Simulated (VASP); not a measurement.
A run of VASP 6.6.1 is set up as follows.

Contents of INCAR:

```
SYSTEM = P5C
PREC = Accurate
ENCUT = 520
EDIFF = 1E-7
ISMEAR = 0
SIGMA = 0.1
LREAL = .FALSE.
LASPH = .TRUE.
NELM = 150
ALGO = Normal
ISIF = 2
LWAVE = .FALSE.
LCHARG = .TRUE.
ISPIN = 2
MAGMOM = 0 0 0 0 0 1
LORBIT = 11
GGA = PE
LELF = .TRUE.
LVHAR = .TRUE.
NBANDS = 28
```

KPOINTS

```
regular mesh
0
G
  6 6 4
  0 0 0
```

The input POSCAR:

```
P5C
1.0
    4.5426161292      0.0000000000      0.0000000000
   -2.2713080646      3.9340209675      0.0000000000
    0.0000000000      0.0000000000      4.6746717580
P C
5 1
Direct
    0.0000000000      0.7165553915      0.0000000000
    0.7165553915      0.0000000000      0.0000000000
    0.2834446085      0.2834446085      0.0000000000
    0.6666666667      0.3333333333      0.5000000000
    0.3333333333      0.6666666667      0.5000000000
    0.0000000000      0.0000000000      0.5000000000
```

Potentials or basis: VASP PAW PBE potentials, release 64 (P, C).

Command:

```bash
$ cat potpaw_PBE.64/P/POTCAR potpaw_PBE.64/C/POTCAR > POTCAR
$ mpirun -np 1 vasp_std > vasp.out
```

(1) Predict the net moment.

(2) Predict the pressure.

Results:

(1) 0.00 μB per cell.

(2) -0.1 GPa.
